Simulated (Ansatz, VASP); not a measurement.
**Tl in VASP and in Ansatz**

```xyz
1
Lattice="3.2603 0.0000 0.0000 0.0000 3.2603 0.0000 0.0000 0.0000 3.2603" Properties=species:S:1:pos:R:3 pbc="T T T"
Tl    0.0000    0.0000    0.0000
```

Alike in both runs: task single point; functional PBEsol; k mesh 11 × 11 × 11; occupations fermi-dirac, width 0.1 eV; no spin polarisation.

|  | VASP | Ansatz |
| --- | --- | --- |
| version | VASP 6.6.1 | Ansatz 0.2.0 |
| potentials or method | VASP PAW PBE potentials, release 64 (Tl_d), cutoff 520 eV | plane waves (420 eV) with PAW, scalar-relativistic |
| valence electrons in the cell | 13 | 13 |

|  | VASP | Ansatz | Ansatz less VASP |
| --- | --- | --- | --- |
| pressure (GPa) | -2.5 | -2.5 | +0.05 |

VASP's potentials were made for PBE, not for PBEsol, and Ansatz warns of the same on its side.

Spin-orbit coupling is off throughout.
